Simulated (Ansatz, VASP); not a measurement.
BaS in VASP and in Ansatz

```
Ba S
1.0
     0.00000    2.48818    2.48818
     2.48818    0.00000    2.48818
     2.48818    2.48818    0.00000
Ba S
1 1
Direct
  0.00000 0.00000 0.00000
  0.50000 0.50000 0.50000
```

Change from the starting cell: volume scaled by 0.5, PAW files.

Alike in both runs: task single point; functional LDA; k mesh 11 × 11 × 11; occupations fermi-dirac, width 0.1 eV; no spin polarisation.

|  | VASP | Ansatz |
| --- | --- | --- |
| version | VASP 6.6.1 | Ansatz 0.2.0 |
| potentials or method | VASP PAW LDA potentials, release 64 (Ba_sv, S) | PAW with Ansatz's default frozen-core files, scalar-relativistic |
| plane-wave cutoff (eV) | 500 | 420 |
| valence electrons in the cell | 16 | 16 |

|  | VASP | Ansatz | Ansatz less VASP |
| --- | --- | --- | --- |
| pressure (GPa) | 136.8 | 123.4 | -13.40 |

LDA's correlation is that of Perdew and Zunger in VASP and of Perdew and Wang (1992) in Ansatz. Both programs put the cell under a high pressure, so it lies far from rest at this level.

Neither program's run includes spin-orbit coupling. Noted on VASP's run: the cell as given lies far from equilibrium.
